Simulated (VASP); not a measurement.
TaN, 18 atoms in the cell. The typed cell holds 18 atoms: a = 5.868 Å, b = 5.868 Å, c = 5.868 Å, α = 97.79°, β = 97.79°, γ = 97.79°.  This cell differs from its parent crystal: dynamics (nve) at 450 K, volume x 1.01, from the last frame before.

```yaml
Program: VASP 6.6.1
Task: single point
Functional: PBE
Potentials_or_basis: VASP PAW PBE potentials, release 64 (Ta_pv, N)
Cutoff: 520 eV
k_mesh: 2 × 2 × 2, shifted
Occupations: fermi-dirac, width 0.05 eV
Spin: no spin polarisation
Dipole_correction: no
Further_INCAR_settings: LREAL = Auto; ALGO = Normal; EDIFF = 1e-06; NBANDS = 87
```

Potentials or basis: VASP PAW PBE potentials, release 64 (Ta_pv, N).

Run with:

```sh
$ cat potpaw_PBE.64/Ta_pv/POTCAR potpaw_PBE.64/N/POTCAR > POTCAR
$ mpirun -np 1 vasp_std > vasp.out
```

Hardware: 1 thread of Intel(R) Xeon(R) Platinum 8124M CPU @ 3.00GHz (Skylake/Cascade Lake), with other jobs on the host.

How long does it take, and how much memory?

Wall time 2.7 min on 1 thread of Intel(R) Xeon(R) Platinum 8124M CPU @ 3.00GHz (Skylake/Cascade Lake), on a shared host, peak memory 0.34 GiB. Counts: scf iterations 15, k points 4.
